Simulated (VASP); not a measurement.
The system is Sn2GeN2.

```
Sn Ge N
1.0
     4.05000    0.00000    0.00000
    -2.02500    3.50740    0.00000
     0.00000    0.00000    6.44000
Sn Ge N
2 1 2
Direct
  0.33333 0.66667 0.63400
  0.66667 0.33333 0.36600
  0.00000 0.00000 0.00000
  0.66667 0.33333 0.76500
  0.33333 0.66667 0.23500
```

| Property | Result |
| --- | --- |
| Program | VASP 6.6.1 |
| Task | relaxation of cell and atoms |
| Functional | PBE |
| Potentials or basis | VASP PAW PBE potentials, release 64 (Sn_d, Ge_d, N) |
| Cutoff | 600 eV |
| k mesh | 3 × 3 × 2 |
| Occupations | gaussian, width 0.15 eV |
| Spin | no spin polarisation |

At the start: pressure -0.7 GPa; volume 18.30 Å³/atom.

Problem. How do energy, volume and symmetry change on relaxing?

Solution. Over 26 steps the energy falls by 620.8 meV/atom and the volume is 17.23 Å³/atom (-5.8 %); space group P-3m1 (No. 164, to 0.1 Å) before and after.

Step by step:
```csv
step,energy change (eV),largest force (eV/Å),pressure (GPa),volume (Å³)
1,0.0000,2.2745,-0.67,91.48
2,-0.4607,1.3143,-0.88,90.46
3,-0.7425,0.3051,0.30,89.08
4,-0.7556,0.3490,0.90,88.71
5,-0.9273,1.0462,-0.76,90.07
6,-1.5172,1.7152,-1.77,93.25
7,-1.5863,1.7976,0.62,95.86
8,-1.7026,1.8391,-0.32,95.16
9,-1.7786,1.8884,-1.00,95.77
10,-1.9385,1.6909,-3.25,97.40
11,-1.9505,1.5308,-4.06,97.90
12,-2.0937,1.4624,-3.72,96.33
13,-2.4306,1.0924,-2.61,91.72
14,-2.6620,0.8522,0.20,82.92
15,-2.9557,0.2743,2.90,80.75
16,-3.0035,0.1416,4.71,79.44
17,-3.0583,0.4066,-0.93,83.55
18,-3.0609,0.3213,-0.01,82.80
19,-3.0716,0.2305,0.09,83.21
20,-3.0784,0.1381,0.20,83.70
21,-3.0905,0.2212,0.58,84.68
22,-3.0561,0.4448,0.69,86.61
23,-3.0935,0.1960,0.62,85.07
24,-3.1016,0.0348,-0.43,86.74
25,-3.1016,0.0496,-0.35,86.59
26,-3.1042,0.0654,0.38,86.16
```

Final structure:
```xyz
5
Lattice="3.4444 0.0000 0.0000 -1.7222 2.9830 0.0000 0.0000 0.0000 8.3853" Properties=species:S:1:pos:R:3 pbc="T T T"
Sn    0.0000    1.9886    5.8234
Sn    1.7222    0.9943    2.5619
Ge    0.0000    0.0000    0.0000
N     1.7222    0.9943    7.0479
N     0.0000    1.9886    1.3374
```

Caveat: the k points lie up to 0.70 Å⁻¹ apart in the final cell; a cell axis changed by over 15 % at a fixed basis, so the end point is rough; the relaxation stopped at a loose force limit of 0.08 eV/Å, so its end isn't a converged minimum.
